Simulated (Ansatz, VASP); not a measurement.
## Na in VASP and in Ansatz

File INCAR:

```
ALGO     = Normal         # electronic algorithm
EDIFF    = 1E-7           # SCF threshold, eV
ENCUT    = 520            # plane-wave cutoff, eV
GGA      = RP             # functional
ISIF     = 2              # what is computed and relaxed
ISMEAR   = -1             # smearing method
LASPH    = True           # aspherical terms in the spheres
LCHARG   = False          # write CHGCAR
LREAL    = False          # projectors in reciprocal space
LWAVE    = False          # write WAVECAR
NBANDS   = 10             # bands
NELM     = 80             # most SCF steps
PREC     = Accurate       # precision mode
SIGMA    = 0.1            # smearing width, eV
```

Contents of KPOINTS:

```
k-points
0
Gamma
  17 17 17
```

Contents of POSCAR:

```
Na
1.0
   -2.2260460578      2.2260460578      2.2260460578
    2.2260460578     -2.2260460578      2.2260460578
    2.2260460578      2.2260460578     -2.2260460578
Na
1
Direct
    0.0000000000      0.0000000000      0.0000000000
```

Input for Ansatz:

```yaml
crystal:
  lattice:
    - [-2.2260460587, 2.2260460587, 2.2260460587]
    - [2.2260460587, -2.2260460587, 2.2260460587]
    - [2.2260460587, 2.2260460587, -2.2260460587]
  atoms:
    - { symbol: Na, position: [0.0, 0.0, 0.0] }
hamiltonian:
  xc: rpbe
  pseudopotentials:
    kind: paw
    azcp:
      Na: "pseudopotentials/Na.paw.azcp"
basis:
  ecutwfc: 420
  fft_grid_basis: typed
kpoints:
  mp_grid: { grid: [17, 17, 17], shift: [0, 0, 0] }
magnetization:
  spin_polarized: false
scf:
  occupations: { method: fermi_dirac, width: 0.1 }
output:
  stress: true
```

Alike in both runs: task single point; functional RPBE; k mesh 17 × 17 × 17; occupations fermi-dirac, width 0.1 eV; no spin polarisation.

```csv
,VASP,Ansatz
version,VASP 6.6.1,Ansatz 0.2.0
potentials or method,"VASP PAW PBE potentials, release 64 (Na_pv), cutoff 520 eV","plane waves (420 eV) with PAW, scalar-relativistic"
valence electrons in the cell,7,9
```

```csv
,VASP,Ansatz,Ansatz less VASP
pressure (GPa),-0.6,-0.6,+0.01
```

VASP's potentials were made for PBE, not for RPBE. VASP's potentials hold 7 valence electrons a cell and Ansatz's 9, so a difference there can come from the potentials and not from the codes.
